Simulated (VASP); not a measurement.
A run of VASP 6.6.1 is set up as follows.

File INCAR:

```
PREC = Accurate
ENCUT = 520
EDIFF = 1E-6
ISMEAR = -1
SIGMA = 0.05
LREAL = F
LASPH = T
NELM = 60
ALGO = Normal
ISIF = 2
LWAVE = F
LCHARG = T
LELF = T
LVHAR = T
NBANDS = 10
```

File KPOINTS:

```
regular mesh
0
Gamma
  14 14 8
```

Contents of POSCAR:

```
Li
1.0
    2.4081483409      0.0000000000      0.0000000000
   -1.2040741705      2.0855176393      0.0000000000
    0.0000000000      0.0000000000      3.9270327870
Li
2
Direct
    0.3333333333      0.6666666667      0.2500000000
    0.6666666667      0.3333333333      0.7500000000
```

Potentials or basis: VASP PAW LDA potentials, release 64 (Li_sv).

The run is started by

```console
$ cat potpaw_LDA.64/Li_sv/POTCAR > POTCAR
$ mpirun -np 1 vasp_std > vasp.out
```

(1) Predict the band gap on the k mesh.

## Answers

(1) zero (band 3 reaches 6.05 eV, above the bottom of band 4 at 0.62 eV).
